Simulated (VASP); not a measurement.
Wanted: the native input for a VASP 6.6.1 run.

```
Task                   : single point
Functional             : PBE
Dispersion             : D4
Potentials or basis    : VASP PAW PBE potentials, release 64 (Mg, O)
Cutoff                 : 520 eV
k mesh                 : 10 × 10 × 6
Occupations            : gaussian, width 0.02 eV
Spin                   : no spin polarisation
Dipole correction      : no
Further INCAR settings : ALGO = Normal; EDIFF = 1e-06; NBANDS = 11
```

The structure of MgO lies in POSCAR:

```
MgO
1.0
    2.8288799266      0.0000000000      0.0000000000
    0.0000000000      2.8288799266      0.0000000000
    0.0000000000      0.0000000000      5.0728982557
Mg O
1 1
Direct
    0.0000000000      0.0000000000      0.0000000000
    0.5000000000      0.5000000000      0.0000000000
```

One way to write it, as run:

INCAR

```
SYSTEM = MgO
PREC     = Accurate       ! precision mode
ENCUT    = 520            ! plane-wave cutoff, eV
EDIFF    = 1E-6           ! SCF threshold, eV
ISMEAR   = 0              ! smearing method
SIGMA    = 0.02           ! smearing width, eV
LREAL    = .FALSE.        ! projectors in reciprocal space
LASPH    = .TRUE.         ! aspherical terms in the spheres
NELM     = 100            ! most SCF steps
ALGO     = Normal         ! electronic algorithm
ISIF     = 2              ! what is computed and relaxed
LWAVE    = .FALSE.        ! write WAVECAR
LCHARG   = .TRUE.         ! write CHGCAR
GGA      = PE             ! functional
IVDW     = 13             ! dispersion correction
LELF     = .TRUE.         ! ELF
LVHAR    = .TRUE.       
NBANDS   = 11             ! bands
```

KPOINTS

```
regular mesh
0
G
  10 10 6
  0 0 0
```

Potentials or basis: VASP PAW PBE potentials, release 64 (Mg, O).

Run with:

```sh
$ cat potpaw_PBE.64/Mg/POTCAR potpaw_PBE.64/O/POTCAR > POTCAR
$ mpirun -np 1 vasp_std > vasp.out
```

It gave:

| Quantity | Value |
| --- | --- |
| Pressure | -1.1 GPa |
| Band gap on the k mesh | 2.26 eV, indirect (least direct gap 2.51 eV) |
| Dispersion energy per atom | -0.103 eV |

Wall time 18 s on 1 thread of Intel(R) Xeon(R) Platinum 8559C (Emerald Rapids) (shared host), peak memory 0.17 GiB.
